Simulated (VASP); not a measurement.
## CuPt: single point with LDA

CuPt:

```
CELL_PARAMETERS angstrom
1.36230 0.78652 4.24445
-1.36230 0.78652 4.24445
0.00000 -1.57305 4.24445
ATOMIC_POSITIONS crystal
Cu 0.00000 0.00000 0.00000
Pt 0.50000 0.50000 0.50000
```

| Item | Value |
| --- | --- |
| Program | VASP 6.6.1 |
| Task | single point |
| Functional | LDA |
| Potentials or basis | VASP PAW LDA potentials, release 64 (Cu, Pt) |
| Cutoff | 520 eV |
| k mesh | 14 × 14 × 14 |
| Occupations | fermi-dirac, width 0.1 eV |
| Spin | collinear spin |
| Starting moments | [1.2, 1.2] μB |
| Fixed moment | 2.4 μB |
| Dipole correction | no |
| Further INCAR settings | ALGO = Normal; EDIFF = 1e-06; NBANDS = 22 |

```json
{"Pressure": "4.5 GPa", "Net moment": "2.40 μB per cell", "Site moments": "Cu +0.70; Pt +1.48 μB", "Valence electrons inside the program's atomic spheres": "Cu 9.94; Pt 9.31"}
```

Stress tensor (GPa, compression positive):
```
4.72 0.00 0.00
0.00 4.72 0.00
0.00 0.00 4.00
```

Run time: 8.6 min on 1 thread of Intel(R) Xeon(R) 6975P-C (Granite Rapids) (shared host), peak memory 0.4 GiB.

Caveat: the cell stands under pressure; the total moment is fixed, so each spin has its own Fermi level and the state may be an excited one.
